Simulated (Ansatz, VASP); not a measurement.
**Two plane-wave programs on C**

```xyz
6
Lattice="0.0000 2.4589 0.0000 -2.1294 1.2294 0.0089 0.0738 0.0000 10.8795" Properties=species:S:1:pos:R:3 pbc="T T T"
C    -2.1048    2.4589    3.6355
C    -0.7098    2.4589    0.0031
C    -1.3704    1.2294    7.2590
C     0.0492    1.2294    7.2528
C    -0.6852    2.4589    3.6293
C    -1.3459    1.2294   10.8852
```

Alike in both runs: task single point; functional PBEsol; k mesh 12 × 12 × 3; occupations gaussian, width 0.05 eV; no spin polarisation.

|  | VASP | Ansatz |
| --- | --- | --- |
| version | VASP 6.6.1 | Ansatz 0.2.0 |
| potentials or method | VASP PAW PBE potentials, release 64 (C), cutoff 520 eV | scalar-relativistic, plane waves, PAW |
| valence electrons in the cell | 24 | 24 |

Ansatz gave:

```
gap on the k mesh at the Fermi level (eV)                     : 0.41
least direct gap on the mesh (eV)                             : 0.41
pressure (GPa)                                                : 0.0
traceless stress, the component that is largest in VASP (GPa) : -0.16
rms of the force components (eV/Å)                            : 0.006
```

Question: Estimate VASP's values.

Answer: gap on the k mesh at the Fermi level (eV): 0.41; least direct gap on the mesh (eV): 0.41; pressure (GPa): 0.6; traceless stress, the component that is largest in VASP (GPa): -0.86; rms of the force components (eV/Å): 0.006.

VASP's potentials were made for PBE, not for PBEsol. Atom by atom the forces differ by 0.000 eV/Å (rms over components). With one functional, cell and mesh, what is left measures potentials, basis and numerics.
